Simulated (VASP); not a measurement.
Crystal: Al2Cl2F.

```
CELL_PARAMETERS angstrom
5.18499 0.00000 0.00000
0.00000 5.18499 0.00000
0.00000 0.00000 3.82100
ATOMIC_POSITIONS crystal
Al 0.00000 0.50000 0.71255
Al 0.50000 0.00000 0.71255
Cl 0.00000 0.50000 0.13854
Cl 0.50000 0.00000 0.13854
F 0.00000 0.00000 0.74904
```

| Property | Result |
| --- | --- |
| Program | VASP 6.6.1 |
| Task | relaxation of cell and atoms |
| Functional | PBE |
| Potentials or basis | VASP PAW PBE potentials, release 64 (Al, Cl, F) |
| Cutoff | 600 eV |
| k mesh | 4 × 4 × 4 |
| Occupations | gaussian, width 0.1 eV |
| Spin | no spin polarisation |

At the start: pressure 43.7 GPa; volume 20.54 Å³/atom.

Problem. Where does the relaxation end?

Solution. Over 46 steps the energy falls by 2262.7 meV/atom and the volume is 19.86 Å³/atom (-3.4 %); space group P4/mmm (No. 123, to 0.05 Å).

Step by step:
| step | energy change (eV) | largest force (eV/Å) | pressure (GPa) | volume (Å³) |
| --- | --- | --- | --- | --- |
| 1 | 0.0000 | 21.0688 | 43.66 | 102.72 |
| 3 | 43.6235 | 115.0167 | 148.00 | 104.15 |
| 5 | 40.9942 | 109.4221 | 144.34 | 103.03 |
| 7 | 40.4687 | 108.2897 | 143.57 | 102.79 |
| 9 | 40.3523 | 108.0382 | 143.40 | 102.74 |
| 11 | 40.3259 | 107.9807 | 143.36 | 102.73 |
| 13 | 40.3199 | 107.9674 | 143.35 | 102.73 |
| 15 | 40.3185 | 107.9646 | 143.35 | 102.72 |
| 17 | 40.3182 | 107.9640 | 143.35 | 102.72 |
| 19 | 40.3182 | 107.9639 | 143.35 | 102.72 |
| 21 | -9.1130 | 3.6175 | 7.43 | 115.55 |
| 23 | -10.2677 | 0.6137 | 0.50 | 119.96 |
| 25 | -10.4032 | 1.0267 | -1.27 | 125.04 |
| 27 | -10.4560 | 0.8448 | -1.55 | 124.08 |
| 29 | -10.7177 | 0.6312 | -3.49 | 122.40 |
| 31 | -10.9429 | 0.6246 | -4.86 | 115.87 |
| 33 | -10.7732 | 0.3155 | 7.78 | 84.41 |
| 35 | -11.2151 | 0.5156 | -1.03 | 99.36 |
| 37 | -11.2694 | 0.4617 | 0.50 | 98.39 |
| 39 | -11.2960 | 0.2902 | -0.24 | 99.98 |
| 41 | -11.3035 | 0.1368 | -0.77 | 101.43 |
| 43 | -11.3128 | 0.0307 | 0.07 | 99.37 |
| 45 | -11.3129 | 0.0180 | -0.13 | 99.29 |
| 46 | -11.3134 | 0.0215 | 0.00 | 99.28 |

Final structure:
```yaml
crystal:
  lattice:
    - [4.57965, 0.00000, 0.00000]
    - [0.00000, 4.57965, 0.00000]
    - [0.00000, 0.00000, 4.73355]
  atoms:
    - { symbol: Al, position: [0.00000, 0.50000, 0.68942] }
    - { symbol: Al, position: [0.50000, 0.00000, 0.68942] }
    - { symbol: Cl, position: [0.00000, 0.50000, 0.19110] }
    - { symbol: Cl, position: [0.50000, 0.00000, 0.19110] }
    - { symbol: F, position: [0.00000, 0.00000, 0.69016] }
```

Caveat: the k points lie up to 0.34 Å⁻¹ apart in the final cell; an odd number of electrons without spin polarisation forces a metal; a magnetic or distorted state may lie lower.
